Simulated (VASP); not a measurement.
Wanted: the native input for a VASP 6.6.1 run.

```yaml
Task: single point
Functional: HSE06
Potentials_or_basis: VASP PAW PBE potentials, release 64 (Na_pv, Cl)
Cutoff: 400 eV
k_mesh: 6 × 6 × 6
Occupations: gaussian, width 0.01 eV
Spin: no spin polarisation
Dipole_correction: no
Grid_for_exact_exchange_PRECFOCK: Normal
Further_INCAR_settings: ALGO = Normal; EDIFF = 1e-06; NBANDS = 14
Share_of_exact_exchange: 0.25
Screening_parameter: 0.2079 1/Å
```

NaCl:

```xyz
2
Lattice="0.0000 2.8027 2.8027 2.8027 0.0000 2.8027 2.8027 2.8027 0.0000" Properties=species:S:1:pos:R:3 pbc="T T T"
Na    0.0000    0.0000    0.0000
Cl    2.8027    2.8027    2.8027
```

These files were run (other wordings do the same):

POSCAR

```
NaCl
1.0
    0.0000000000      2.8027319622      2.8027319622
    2.8027319622      0.0000000000      2.8027319622
    2.8027319622      2.8027319622      0.0000000000
Na Cl
1 1
Direct
    0.0000000000      0.0000000000      0.0000000000
    0.5000000000      0.5000000000      0.5000000000
```

INCAR.step1

```
SYSTEM = NaCl
ALGO = Normal
EDIFF = 1E-5
ENCUT = 400
GGA = PE
GGA_COMPAT = .False.
ISIF = 2
ISMEAR = 0
LASPH = .True.
LCHARG = .False.
LREAL = .False.
LWAVE = .True.
NBANDS = 14
NELM = 120
PREC = Accurate
SIGMA = 0.01
```

INCAR.step2

```
SYSTEM = NaCl
ALGO = Normal
EDIFF = 1E-6
ENCUT = 400
GGA = PE
GGA_COMPAT = .False.
HFSCREEN = 0.2079
ISIF = 2
ISMEAR = 0
ISTART = 1
LASPH = .True.
LCHARG = .False.
LHFCALC = .True.
LREAL = .False.
LWAVE = .False.
NBANDS = 14
NELM = 120
PREC = Accurate
PRECFOCK = Normal
SIGMA = 0.01
```

KPOINTS

```
k-points
0
Gamma
  6 6 6
  0 0 0
```

Potentials or basis: VASP PAW PBE potentials, release 64 (Na_pv, Cl).

Command:

```bash
$ cat potpaw_PBE.64/Na_pv/POTCAR potpaw_PBE.64/Cl/POTCAR > POTCAR
$ cp INCAR.step1 INCAR
$ mpirun -np 1 vasp_std > vasp.out
$ cp INCAR.step2 INCAR
$ mpirun -np 1 vasp_std > vasp.out
```

Results of the run:

| Quantity | Value |
| --- | --- |
| Pressure | 0.5 GPa |
| Band gap on the k mesh | 6.55 eV |

Caveat: the PAW data sets were made with another functional, which shifts forces and pressure a little.

Run time: 19 min on 1 thread of Intel Xeon 8259CL (shared host), peak memory 0.26 GiB.
